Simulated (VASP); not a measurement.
Runs of VASP 6.6.1 on TlZnCl3. The structure is that of space group Pm-3m (No. 221), or close to it. The cells are those of the table. 

```tsv
level	cell	gap on the mesh (eV)	pressure (GPa)
PBE	a = 4.874 Å, 5 atoms	1.71	(c)
r2SCAN	a = 4.956 Å, 5 atoms	2.18	(b)
r2SCAN	a = 4.857 Å, 5 atoms	2.37	1.5
r2SCAN	a = 4.807 Å, 5 atoms	2.43	3.3
r2SCAN	a = 4.907 Å, 5 atoms	(a)	0.0
```

Alike in all rows: task single point; potentials or basis VASP PAW PBE potentials, release 64 (Tl_d, Zn, Cl); no spin polarisation; k mesh 4 × 4 × 4; cutoff (eV) 520; smearing gaussian 0.01 eV.

Fill in the values left out.

(a) 2.29; (b) -1.2; (c) 2.6.

Caveats: spin-orbit coupling is left out, which moves the levels of the heavy elements; the PAW data sets were made with another functional, which shifts forces and pressure a little (at least some runs); the cell stands under pressure (at least some runs).

A k mesh can miss the band edges, and the runs leave out spin-orbit coupling on Tl.
